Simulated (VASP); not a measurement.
A run of VASP 6.6.1 is set up as follows.

INCAR

```
SYSTEM = K8MgZn7F24
PREC = Accurate
ENCUT = 520
EDIFF = 1E-6
ISMEAR = -1
SIGMA = 0.05
LREAL = Auto
LASPH = .TRUE.
NELM = 80
ALGO = Normal
ISIF = 2
LWAVE = .FALSE.
LCHARG = .FALSE.
GGA = PS
NBANDS = 189
ISYM = 0
```

Contents of KPOINTS:

```
Automatic mesh
0
Gamma
  1 1 1
  0.25 0.25 0.25
```

File POSCAR:

```
K8MgZn7F24
1.0
    8.0900200209      0.0000000000      0.0000000000
    0.0000000000      8.0900200209      0.0000000000
    0.0000000000      0.0000000000      8.0900200209
K Zn Mg F
8 7 1 24
Direct
    0.0000170000      0.9990410000      0.0009780000
    0.0000080000      0.9990190000      0.5010300000
    0.9999930000      0.4991240000      0.0009250000
    0.0000540000      0.4991460000      0.5010990000
    0.4999220000      0.9990220000      0.0009400000
    0.4999500000      0.9990320000      0.5010640000
    0.4999870000      0.4991220000      0.0009950000
    0.4999020000      0.4991220000      0.5010220000
    0.2499800000      0.2490730000      0.2509800000
    0.2499950000      0.2490800000      0.7509900000
    0.2499680000      0.7490740000      0.2510150000
    0.2499850000      0.7490860000      0.7510260000
    0.7499830000      0.2490710000      0.7509690000
    0.7499700000      0.7490730000      0.2510420000
    0.7499750000      0.7490740000      0.7510410000
    0.7499690000      0.2490710000      0.2509840000
    0.2499460000      0.2490990000      0.0011500000
    0.2500280000      0.2490600000      0.5008300000
    0.2500670000      0.7490790000      0.0010570000
    0.2498720000      0.7490590000      0.5009830000
    0.7502620000      0.2493620000      0.0037760000
    0.7496780000      0.2487610000      0.4981920000
    0.7498780000      0.7490950000      0.0011900000
    0.7500650000      0.7490470000      0.5008810000
    0.9971890000      0.2489320000      0.2509680000
    0.9998230000      0.2487070000      0.7507320000
    0.9997980000      0.7488030000      0.2509510000
    0.9999500000      0.7494120000      0.7511260000
    0.5027650000      0.2492110000      0.2510240000
    0.5001490000      0.2494320000      0.7512240000
    0.5001400000      0.7493380000      0.2511460000
    0.5000070000      0.7487540000      0.7509410000
    0.2500110000      0.9992300000      0.2509900000
    0.2503600000      0.9991100000      0.7510290000
    0.2499310000      0.4989140000      0.2509870000
    0.2496090000      0.4990490000      0.7509850000
    0.7503210000      0.0018630000      0.2511110000
    0.7496460000      0.9992340000      0.7512460000
    0.7496250000      0.4962820000      0.2508880000
    0.7503220000      0.4989060000      0.7507770000
```

Potentials or basis: VASP PAW PBE potentials, release 64 (K_sv, Zn, Mg, F).

Run with:

```console
$ cat potpaw_PBE.64/K_sv/POTCAR potpaw_PBE.64/Zn/POTCAR potpaw_PBE.64/Mg/POTCAR potpaw_PBE.64/F/POTCAR > POTCAR
$ mpirun -np 1 vasp_std > vasp.out
```

(1) What does it give for the band gap on the k mesh?

(2) Estimate the pressure.

(3) What does it give for the largest force?

## Answers

(1) 4.98 eV.

(2) 0.3 GPa.

(3) 0.074 eV/Å.

Caveat: the PAW data sets were made with another functional, which shifts forces and pressure a little; a shifted mesh leaves out Γ, where band edges can lie.
